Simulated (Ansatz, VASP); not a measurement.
## One calculation of TiCo, two programs

```xyz
2
Lattice="2.9861 0.0000 0.0000 0.0000 2.9861 0.0000 0.0000 0.0000 2.9861" Properties=species:S:1:pos:R:3 pbc="T T T"
Co    1.5095    1.4998    1.4829
Ti    0.0143   -0.0255   -0.0108
```

Change from the starting cell: atoms moved at random, drawn with an rms of 0.05 Å.

Alike in both runs: task single point; functional PBE; k mesh 9 × 9 × 9; occupations fermi-dirac, width 0.05 eV; collinear spin.

|  | VASP | Ansatz |
| --- | --- | --- |
| version | VASP 6.6.1 | Ansatz 0.2.0 |
| potentials or method | VASP PAW PBE potentials, release 64 (Co, Ti_sv), cutoff 520 eV | all-electron LAPW, scalar-relativistic |

```tsv
	VASP	Ansatz	Ansatz less VASP
gap on the k mesh at the Fermi level (eV)	none	none	-
pressure (GPa)	-1.1	-0.4	+0.68
rms of the force components (eV/Å)	0.093	0.095	+0.0022
net moment per atom (μB)	0.40	0.42	+0.020
size of the moment on the site where the two differ most (μB)	0.87	0.94	+0.064
```

Site moments also hang on the region over which each program counts them. Atom by atom the forces differ by 0.002 eV/Å (rms over components). A gap of «none» marks a metal or a gap that the smearing closes. Ansatz ran all-electron here, and VASP with PAW potentials.
